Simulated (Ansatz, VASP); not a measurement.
## Ta: VASP beside Ansatz

The input INCAR:

```
  PREC = Accurate
  ENCUT = 520
  EDIFF = 1E-6
  ISMEAR = 0
  SIGMA = 0.15
  LREAL = False
  LASPH = True
  NELM = 60
  ALGO = Fast
  ISIF = 2
  LWAVE = False
  LCHARG = False
  GGA = PS
  NBANDS = 12
```

The input KPOINTS:

```
regular mesh
0
Gamma
  20 20 20
```

The input POSCAR:

```
Ta
1.0
   -1.7338440000      1.7338440000      1.7338440000
    1.7338440000     -1.7338440000      1.7338440000
    1.7338440000      1.7338440000     -1.7338440000
Ta
1
Direct
    0.0000000000      0.0000000000      0.0000000000
```

Input for Ansatz:

```yaml
crystal:
  lattice:
    - [-1.733844, 1.733844, 1.733844]
    - [1.733844, -1.733844, 1.733844]
    - [1.733844, 1.733844, -1.733844]
  atoms:
    - { symbol: Ta, position: [0.0, 0.0, 0.0] }
basis:
  ecutwfc: 420
kpoints:
  mp_grid: { grid: [20, 20, 20] }
hamiltonian:
  xc: pbesol
scf:
  occupations: { method: gaussian, width: 0.15 }
output:
  forces: true
  stress: true
  eigenvalues: true
```

Change from the starting cell: strain +0.050 along x and y, +0.050 along z, atoms carried along.

Alike in both runs: task single point; functional PBEsol; k mesh 20 × 20 × 20; occupations gaussian, width 0.15 eV; no spin polarisation.

|  | VASP | Ansatz |
| --- | --- | --- |
| version | VASP 6.6.1 | Ansatz 0.2.0 |
| potentials or method | VASP PAW PBE potentials, release 64 (Ta_pv), cutoff 520 eV | scalar-relativistic, plane waves, PAW |
| valence electrons in the cell | 11 | 13 |

```tsv
	VASP	Ansatz	Ansatz less VASP
gap on the k mesh at the Fermi level (eV)	none	none	-
pressure (GPa)	-25.1	-25.1	+0.03
```

VASP's potentials were made for PBE, not for PBEsol. A gap of «none» marks a metal or a gap that the smearing closes. VASP's potentials hold 11 valence electrons a cell and Ansatz's 13, so a difference there can come from the potentials and not from the codes.

Neither program's run includes spin-orbit coupling.
